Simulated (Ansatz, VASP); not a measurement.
# PbS: VASP beside Ansatz

The input INCAR:

```
PREC     = Accurate       # precision mode
ENCUT    = 500            # plane-wave cutoff, eV
EDIFF    = 1E-6           # SCF threshold, eV
ISMEAR   = 0              # smearing method
SIGMA    = 0.01           # smearing width, eV
LREAL    = F              # projectors in reciprocal space
LASPH    = T              # aspherical terms in the spheres
NELM     = 120            # most SCF steps
ALGO     = Normal         # electronic algorithm
ISIF     = 2              # what is computed and relaxed
LWAVE    = F              # write WAVECAR
LCHARG   = T              # write CHGCAR
GGA      = B5             # functional
ALDAX    = 1.0          
AGGAX    = 1.0          
AGGAC    = 1.0          
ALDAC    = 0.0          
LELF     = T              # ELF
LVHAR    = T            
NBANDS   = 28             # bands
GGA_COMPAT= F
```

Contents of KPOINTS:

```
regular mesh
0
Gamma
  6 6 4
```

File POSCAR:

```
PbS
1.0
    2.0569420000     -3.5658295000      0.0000000000
    2.0569420000      3.5658295000      0.0000000000
    0.0000000000      0.0000000000      7.5599450000
Pb S
2 2
Direct
    0.0010320000      0.9989680000      0.5132680000
    0.9989680000      0.0010320000      0.0132680000
    0.6671450000      0.3328550000      0.3075320000
    0.3328550000      0.6671450000      0.8075320000
```

Input for Ansatz:

```yaml
crystal:
  lattice:
    a: 4.113884
    b: 7.131659
    c: 7.559945
    alpha: 90.0
    beta: 90.0
    gamma: 90.0
  space_group: 36
  setting:
    hermann_mauguin: Cmc21
  atoms:
    - { symbol: Pb, position: [0.5, 0.498968, 0.513268] }
    - { symbol: S, position: [0.0, 0.332855, 0.307532] }
  reduce_to_primitive: true
basis:
  ecutwfc: 435.382179935808
kpoints:
  mp_grid:
    grid: [6, 6, 4]
hamiltonian:
  xc: blyp
  pseudopotentials:
    kind: paw
scf:
  occupations:
    method: fixed
output:
  stress: true
```

Alike in both runs: task single point; functional BLYP; k mesh 6 × 6 × 4; no spin polarisation.

```csv
,VASP,Ansatz
version,VASP 6.6.1,Ansatz 0.2.0
potentials or method,"VASP PAW PBE potentials, release 64 (Pb_d, S), cutoff 500 eV","plane waves, PAW"
occupations,"gaussian, width 0.01 eV",fixed
valence electrons in the cell,40,40
```

```csv
,VASP,Ansatz,Ansatz less VASP
pressure (GPa),4.2,4.2,-0.05
```

VASP's potentials were made for PBE, not for BLYP.

Spin-orbit coupling is off throughout.
